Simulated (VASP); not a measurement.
A run of VASP 6.6.1 is set up as follows.

File POSCAR:

```
KSrCl3
1.0
    5.6362001392      0.0000000000      0.0000000000
    0.0000000000      5.6362001392      0.0000000000
    0.0000000000      0.0000000000      5.6362001392
K Sr Cl
1 1 3
Direct
    0.0000000000      0.0000000000      0.0000000000
    0.5000000000      0.5000000000      0.5000000000
    0.5000000000      0.5000000000      0.0000000000
    0.5000000000      0.0000000000      0.5000000000
    0.0000000000      0.5000000000      0.5000000000
```

Contents of INCAR.step1:

```
PREC = Accurate
ENCUT = 520
ISMEAR = 0
SIGMA = 0.01
LREAL = F
LASPH = T
NELM = 100
NBANDS = 28
GGA = PE
ALGO = Normal
EDIFF = 1E-4
LWAVE = T
LCHARG = F
```

File INCAR.step2:

```
PREC = Accurate
ENCUT = 520
EDIFF = 1E-7
ISMEAR = 0
SIGMA = 0.01
LREAL = F
LASPH = T
NELM = 100
ALGO = Normal
ISIF = 2
LWAVE = F
LCHARG = F
METAGGA = R2SCAN
LMIXTAU = T
NBANDS = 28
ISTART = 1
```

KPOINTS

```
regular mesh
0
Gamma
  4 4 4
```

Potentials or basis: VASP PAW PBE potentials, release 64 (K_sv, Sr_sv, Cl).

Run with:

```console
$ cat potpaw_PBE.64/K_sv/POTCAR potpaw_PBE.64/Sr_sv/POTCAR potpaw_PBE.64/Cl/POTCAR > POTCAR
$ cp INCAR.step1 INCAR
$ mpirun -np 1 vasp_std > vasp.out
$ cp INCAR.step2 INCAR
$ mpirun -np 1 vasp_std > vasp.out
```

Predict the band gap on the k mesh.

5.19 eV (least direct gap 5.41 eV).

Predict the pressure.

0.0 GPa.

Caveat: the PAW data sets were made with another functional, which shifts forces and pressure a little. A k mesh can miss the band edges.
